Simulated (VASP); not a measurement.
GaAs:

```
As Ga
1.0
     0.00000    2.86405    2.86405
     2.86405    0.00000    2.86405
     2.86405    2.86405    0.00000
As Ga
1 1
Cartesian
  4.2961 4.2961 4.2961
  0.0000 0.0000 0.0000
```

Base run:

```yaml
Program: VASP 6.6.1
Functional: r2SCAN
Potentials_or_basis: VASP PAW PBE potentials, release 64 (As, Ga_d)
Cutoff: 520 eV
k_mesh: 8 × 8 × 8
Occupations: fermi-dirac, width 0.05 eV
Spin: no spin polarisation
```

Its results: band gap on the k mesh 0.68 eV, direct; pressure -2.1 GPa.

Q: After a change of settings the same cell gave: band gap on the k mesh 0.68 eV, direct; pressure -3.1 GPa. Which change was it?
A. functional from r2SCAN to PBEsol; further incar settings from ALGO = Normal; EDIFF = 1e-07; NBANDS = 16 to ALGO = Normal; EDIFF = 1e-06; NBANDS = 16
B. functional from r2SCAN to PBE; dispersion from none to D3(BJ)
C. further incar settings from ALGO = Normal; EDIFF = 1e-07; NBANDS = 16 to ALGO = Normal; EDIFF = 1e-06; NBANDS = 16; dispersion from none to D3(BJ)

A: C.

Caveats: the PAW data sets were made with another functional, which shifts forces and pressure a little.
